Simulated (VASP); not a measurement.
# MoS2 (P6_3/mmc) in VASP: further runs

The runs below take MoS2 through single point, with PBE.

Everything below comes from runs of VASP 6.6.1. Logs are shortened: lines on timing, memory, paths and dates and some standing lists are left out, and cuts for length are marked.

### Step 1. The cell of the first run

It takes space group P6_3/mmc (No. 194, hexagonal). The conventional cell has a = 3.140 Å, b = 3.140 Å, c = 12.212 Å, α = 90.00°, β = 90.00°, γ = 120.00°. Within 3.2 Å of Mo (site symmetry -6m2) lie 6 S at 2.35 Å and 6 Mo at 3.14 Å. Within 3.2 Å of S (site symmetry 3m) lie 3 Mo at 2.35 Å and 7 S at 2.99 to 3.14 Å.

### Step 2. Single point, PBE (17.38 Å³/atom)

File INCAR:

```
PREC = Accurate ; ENCUT = 520
EDIFF = 1E-6 ; ISMEAR = -1
SIGMA = 0.03 ; LREAL = F
LASPH = T ; NELM = 80
ALGO = Normal ; ISIF = 2
LWAVE = F ; LCHARG = F
GGA = PE ; NBANDS = 35
```

File KPOINTS:

```
Automatic mesh
0
Gamma
  10 10 3
```

File POSCAR:

```
MoS2
1.0
    3.1397861865      0.0000000000      0.0000000000
   -1.5698930933      2.7191346000      0.0000000000
    0.0000000000      0.0000000000     12.2124807351
Mo S
2 4
Direct
    0.3333333333      0.6666666667      0.2500000000
    0.6666666667      0.3333333333      0.7500000000
    0.3333333333      0.6666666667      0.6275000000
    0.6666666667      0.3333333333      0.1275000000
    0.3333333333      0.6666666667      0.8725000000
    0.6666666667      0.3333333333      0.3725000000
```

Potentials or basis: VASP PAW PBE potentials, release 64 (Mo_sv, S).

Launch:

```
$ cat potpaw_PBE.64/Mo_sv/POTCAR potpaw_PBE.64/S/POTCAR > POTCAR
$ mpirun -np 1 vasp_std > vasp.out
```

OUTCAR:

```text
PREC = Accurate
   ENCUT = 520
   EDIFF = 1E-6
   ISMEAR = -1
   LREAL = F
   LASPH = T
   NELM = 80
   ISIF = 2
   GGA = PE

 ion  position               nearest neighbor table
   1  0.333  0.667  0.250-   4 2.35   6 2.35   4 2.35   6 2.35   4 2.35   6 2.35
   2  0.667  0.333  0.750-   3 2.35   5 2.35   3 2.35   5 2.35   3 2.35   5 2.35
   3  0.333  0.667  0.627-   2 2.35   2 2.35   2 2.35
   4  0.667  0.333  0.127-   1 2.35   1 2.35   1 2.35
   5  0.333  0.667  0.873-   2 2.35   2 2.35   2 2.35
   6  0.667  0.333  0.373-   1 2.35   1 2.35   1 2.35

  LATTYP: Found a hexagonal cell.
 ALAT       =     3.1397861865
 C/A-ratio  =     3.8895899306

  Lattice vectors:

 A1 = (   3.1397861865,   0.0000000000,   0.0000000000)
 A2 = (  -1.5698930933,   2.7191346000,   0.0000000000)
 A3 = (   0.0000000000,   0.0000000000,  12.2124807351)

Analysis of symmetry for initial positions (statically):
=====================================================================
 Subroutine PRICEL returns:
 Original cell was already a primitive cell.

 Routine SETGRP: Setting up the symmetry group for a
 hexagonal supercell.

 Subroutine GETGRP returns: Found 24 space group operations
 (whereof 12 operations were pure point group operations)
 out of a pool of 24 trial point group operations.

The static configuration has the point symmetry D_3d.
 The point group associated with its full space group is D_6h.

Analysis of symmetry for dynamics (positions and initial velocities):
=====================================================================
 Subroutine PRICEL returns:
 Original cell was already a primitive cell.

 Routine SETGRP: Setting up the symmetry group for a
 hexagonal supercell.

 Subroutine GETGRP returns: Found 24 space group operations
 (whereof 12 operations were pure point group operations)
 out of a pool of 24 trial point group operations.

The dynamic configuration has the point symmetry D_3d.
 The point group associated with its full space group is D_6h.

 Subroutine INISYM returns: Found 24 space group operations
 (whereof 12 operations are pure point group operations),
 and found     1 'primitive' translations

----------------------------------------------------------------------------------------

[... 99 lines left out ...]
   NELM   =     80;   NELMIN=  2; NELMDL= -5     # of ELM steps
   EDIFF  = 0.1E-05   stopping-criterion for ELM
   LREAL  =      F    real-space projection
   EDIFFG = 0.1E-04   stopping-criterion for IOM
   NSW    =      0    number of steps for IOM
   IBRION =     -1    ionic relax: 0-MD 1-quasi-New 2-CG
   NFREE  =      0    steps in history (QN), initial steepest desc. (CG)
   ISIF   =      2    stress and relaxation
   ISYM   =      2    0-nonsym 1-usesym 2-fastsym
   POTIM  = 0.5000    time-step for ionic-motion
   TEBEG  =    0.0;   TEEND  =   0.0 temperature during run
   PSTRESS=    0.0 pullay stress
   NELECT =      52.0000    total number of electrons
   NUPDOWN=      -1.0000    fix difference up-down
   EMIN   =  10.00;   EMAX   =-10.00  energy-range for DOS
   EFERMI =   0.00;   METHOD = LEGACY
   ISMEAR =    -1;   SIGMA  =   0.03  broadening in eV -4-tet -1-fermi 0-gaus
   EFERMI_NEDOS =   21; number of points for ismear=-14 and -15
   IALGO  =     38    algorithm
   IMIX   =      4    mixing-type and parameters
     AMIX     =   0.40;   BMIX     =  1.00
     AMIX_MAG =   1.60;   BMIX_MAG =  1.00
  volume/ion in A,a.u.               =      17.38       117.27
  Fermi-wavevector in a.u.,A,eV,Ry     =   1.298268  2.453371 22.932621  1.685500
  Thomas-Fermi vector in A             =   2.429607
   LORBIT       =      0    0 simple, 1 ext, 2 COOP (PROOUT), +10 PAW based schemes
   GGA     = PE    functional components
   LHFCALC =     F    Hartree Fock is set to
   AEXX    =    0.0000 exact exchange contribution
   IVDW    =     0    specifies the selected vdW correction
   LEPSILON=     F    determine dielectric tensor
   LRPA    =     F    only Hartree local field effects (RPA)
 non-spin polarized calculation
  energy-cutoff  :      520.00
  volume of cell :      104.26
 maximum number of plane-waves:      2828
 NGX is ok and might be reduce to    24
   NGX = 11   NGY = 11   NGZ = 45

 number of electron      52.0000002 magnetization

 Free energy of the ion-electron system (eV)
  ---------------------------------------------------
  ext. energy  EPLUGINS =         0.00000000
  ---------------------------------------------------
  free energy    TOTEN  =       -43.32756714 eV

  energy without entropy =      -43.32756713  energy(sigma->0) =      -43.32756714

 E-fermi :   8.4196     XC(G=0): -10.8817

 val. band max:        8.0222566904   @ k =   0.0000   0.0000   0.0000
 cond. band min:       8.9061060387   @ k =   0.3000   0.3000   0.0000
 fundamental gap:      0.8838493483
 Fermi energy:         8.4195508320

 k-point     1 :       0.0000    0.0000    0.0000
  band No.  band energies     occupation
      1     -53.6335      2.00000
      2     -53.6335      2.00000
      3     -27.8296      2.00000
      4     -27.8295      2.00000
      5     -27.5905      2.00000
      6     -27.5905      2.00000
[... 901 lines left out ...]
     34      11.8794      0.00000
     35      13.8509      0.00000

 [... further k-points ...]

------------------------ aborting loop because EDIFF is reached ----------------------------------------

  FORCE on cell =-STRESS in cart. coord.  units (eV):
  Direction    XX          YY          ZZ          XY          YZ          ZX
  --------------------------------------------------------------------------------------
  -------------------------------------------------------------------------------------
  Total        6.5381707      6.5381707     11.1269172     -0.0000000      0.0000000     -0.0000000
  in kB      100.4690199    100.4690199    170.9821464     -0.0000000      0.0000000     -0.0000000
  external PRESSURE =     123.9733954 kB  Pullay stress =       0.0000000 kB

 VOLUME and BASIS-vectors are now :
 -----------------------------------------------------------------------------
  energy-cutoff  :      520.00
  volume of cell :      104.26
      direct lattice vectors                 reciprocal lattice vectors
     3.139786186  0.000000000  0.000000000     0.318493025  0.183882034  0.000000000
    -1.569893093  2.719134600  0.000000000     0.000000000  0.367764067  0.000000000
     0.000000000  0.000000000 12.212480735     0.000000000  0.000000000  0.081883445

 POSITION                                       TOTAL-FORCE (eV/Angst)
 -----------------------------------------------------------------------------------
     -0.00000      1.81276      3.05312         0.000000      0.000000      0.000000
      1.56989      0.90638      9.15936        -0.000000     -0.000000      0.000000
     -0.00000      1.81276      7.66333         0.000000     -0.000000     -1.584434
      1.56989      0.90638      1.55709         0.000000      0.000000     -1.584434
     -0.00000      1.81276     10.65539         0.000000     -0.000000      1.584434
      1.56989      0.90638      4.54915         0.000000      0.000000      1.584434
 -----------------------------------------------------------------------------------
    total drift:                               -0.000000      0.000000     -0.000000

  FREE ENERGIE OF THE ION-ELECTRON SYSTEM (eV)
  ---------------------------------------------------
  free  energy   TOTEN  =       -43.3275671431 eV

  energy  without entropy=      -43.3275671314  energy(sigma->0) =      -43.32756714
```

Wall time 2.1 min (1 thread of Intel Xeon 8259CL, shared host); peak memory 0.26 GiB.

What came out:

```
Free energy            : -43.3276 eV
Pressure               : 12.4 GPa
Largest force          : 1.584 eV/Å
Band gap on the k mesh : 0.88 eV (least direct gap 1.92 eV)
```

Forces in eV/Å, atoms in the order of the input:
```
Mo   0.000  0.000  0.000
Mo   0.000  0.000  0.000
S    0.000  0.000 -1.584
S    0.000  0.000 -1.584
S    0.000  0.000  1.584
S    0.000  0.000  1.584
```

Caveat: the cell stands under pressure; an odd mesh through Γ misses points on the zone boundary, where band edges can lie; this functional lacks dispersion, which binds the layers, so the pressure and a relaxed spacing across them are unreliable; forces of over 1 eV/Å act on the atoms, so gaps and moduli don't describe the material at rest.

### Step 3. Single point, PBE (17.91 Å³/atom)

This run uses another cell than the first one, of 17.91 Å³/atom.

File INCAR:

```
PREC = Accurate ; ENCUT = 520
EDIFF = 1E-7 ; ISMEAR = -1
SIGMA = 0.03 ; LREAL = F
LASPH = T ; NELM = 100
ALGO = Normal ; ISIF = 2
LWAVE = F ; LCHARG = F
GGA = PE ; NBANDS = 35
```

File KPOINTS:

```
regular mesh
0
Gamma
  10 10 3
```

Edit POSCAR of step 2 so:

```diff
@@ -2,5 +2,5 @@
 1.0
-    3.1397861865      0.0000000000      0.0000000000
-   -1.5698930933      2.7191346000      0.0000000000
-    0.0000000000      0.0000000000     12.2124807351
+    3.1715033452      0.0000000000      0.0000000000
+   -1.5857516726      2.7466024651      0.0000000000
+    0.0000000000      0.0000000000     12.3358474762
 Mo S
```

Potentials or basis: VASP PAW PBE potentials, release 64 (Mo_sv, S).

Launch:

```
$ cat potpaw_PBE.64/Mo_sv/POTCAR potpaw_PBE.64/S/POTCAR > POTCAR
$ mpirun -np 1 vasp_std > vasp.out
```

Run time: 2.2 min. Hardware: 1 thread of Intel Xeon 8259CL, shared host; peak memory 0.27 GiB.

It converged, with:

| Quantity | Value |
| --- | --- |
| Free energy | -43.5209 eV |
| Pressure | 7.0 GPa |
| Largest force | 1.014 eV/Å |
| Band gap on the k mesh | 0.88 eV (least direct gap 1.85 eV) |

Forces in eV/Å, atoms in the order of the input:
```
Mo   0.000  0.000  0.000
Mo   0.000  0.000  0.000
S    0.000  0.000 -1.014
S    0.000  0.000 -1.014
S    0.000  0.000  1.014
S    0.000  0.000  1.014
```

Stress tensor (GPa, compression positive):
```
 4.90  0.00  0.00
 0.00  4.90  0.00
 0.00  0.00 11.27
```

Levels at points of the mesh, in eV from the valence-band top:
```
           k point  band 22  band 23  band 24  band 25  band 26  band 27  band 28  band 29  band 30  band 31
(0.00, 0.00, 0.00)    -2.52    -2.52    -1.31    -1.09     0.00     1.98     1.98     2.00     2.00     2.30
(0.50, 0.00, 0.00)    -2.52    -2.02    -1.87    -1.55    -1.42     1.40     1.44     1.89     2.08     2.89
```

Caveat: the cell stands under pressure; an odd mesh through Γ misses points on the zone boundary, where band edges can lie; this functional lacks dispersion, which binds the layers, so the pressure and a relaxed spacing across them are unreliable; forces of over 1 eV/Å act on the atoms, so gaps and moduli don't describe the material at rest.

### Step 4. Single point, PBE (18.44 Å³/atom)

This run uses another cell than the first one, of 18.44 Å³/atom.

File INCAR:

```
SYSTEM = MoS2
PREC = Accurate
ENCUT = 520
EDIFF = 1E-7
ISMEAR = -1
SIGMA = 0.03
LREAL = .False.
LASPH = .True.
NELM = 60
ALGO = Normal
ISIF = 2
LWAVE = .False.
LCHARG = .False.
GGA = PE
NBANDS = 35
```

File KPOINTS:

```
Automatic mesh
0
Gamma
  10 10 3
  0 0 0
```

Edit POSCAR of step 3 so:

```diff
@@ -2,5 +2,5 @@
 1.0
-    3.1715033452      0.0000000000      0.0000000000
-   -1.5857516726      2.7466024651      0.0000000000
-    0.0000000000      0.0000000000     12.3358474762
+    3.2025984982      0.0000000000      0.0000000000
+   -1.6012992491      2.7735316575      0.0000000000
+    0.0000000000      0.0000000000     12.4567948700
 Mo S
```

Launch:

```
$ cat potpaw_PBE.64/Mo_sv/POTCAR potpaw_PBE.64/S/POTCAR > POTCAR
$ mpirun -np 1 vasp_std > vasp.out
```

Wall time 3 min (1 thread of Intel Xeon 8259CL, shared host); peak memory 0.27 GiB.

It converged, with:

```
Free energy            : -43.6150 eV
Pressure               : 2.4 GPa
Largest force          : 0.502 eV/Å
Band gap on the k mesh : 0.87 eV (least direct gap 1.78 eV)
```

Forces on the atoms (eV/Å):
```
Mo   0.000  0.000  0.000
Mo   0.000  0.000  0.000
S    0.000  0.000 -0.502
S    0.000  0.000 -0.502
S    0.000  0.000  0.502
S    0.000  0.000  0.502
```

Stress tensor (GPa, compression positive):
```
0.50 0.00 0.00
0.00 0.50 0.00
0.00 0.00 6.24
```

Levels at points of the mesh, in eV from the valence-band top:
```csv
k point,band 23,band 24,band 25,band 26,band 27,band 28,band 29,band 30
"(0.00, 0.00, 0.00)",-2.42,-1.28,-1.00,0.00,1.95,1.95,1.96,1.96
"(0.50, 0.00, 0.00)",-1.97,-1.83,-1.47,-1.34,1.36,1.40,1.84,2.01
```

Caveat: an odd mesh through Γ misses points on the zone boundary, where band edges can lie; this functional lacks dispersion, which binds the layers, so the pressure and a relaxed spacing across them are unreliable.

### Step 5. Overview

| cell | gap on the mesh (eV) | pressure (GPa) | largest force (eV/Å) |
| --- | --- | --- | --- |
| a = 3.140, b = 3.140, c = 12.212 Å, angles 90.0, 90.0, 120.0°, 6 atoms | 0.88 | 12.4 | 1.58 |
| a = 3.172, b = 3.172, c = 12.336 Å, angles 90.0, 90.0, 120.0°, 6 atoms | 0.88 | 7.0 | 1.01 |
| a = 3.203, b = 3.203, c = 12.457 Å, angles 90.0, 90.0, 120.0°, 6 atoms | 0.87 | 2.4 | 0.50 |

Alike in all rows: task single point; level PBE; potentials or basis VASP PAW PBE potentials, release 64 (Mo_sv, S); no spin polarisation; k mesh 10 × 10 × 3; cutoff (eV) 520; smearing fermi-dirac 0.03 eV.

Caveats: an odd mesh through Γ misses points on the zone boundary, where band edges can lie; this functional lacks dispersion, which binds the layers, so the pressure and a relaxed spacing across them are unreliable; the cell stands under pressure (at least some runs); forces of over 1 eV/Å act on the atoms, so gaps and moduli don't describe the material at rest (at least some runs).

Absolute energies hang on the potentials; compare differences alone.
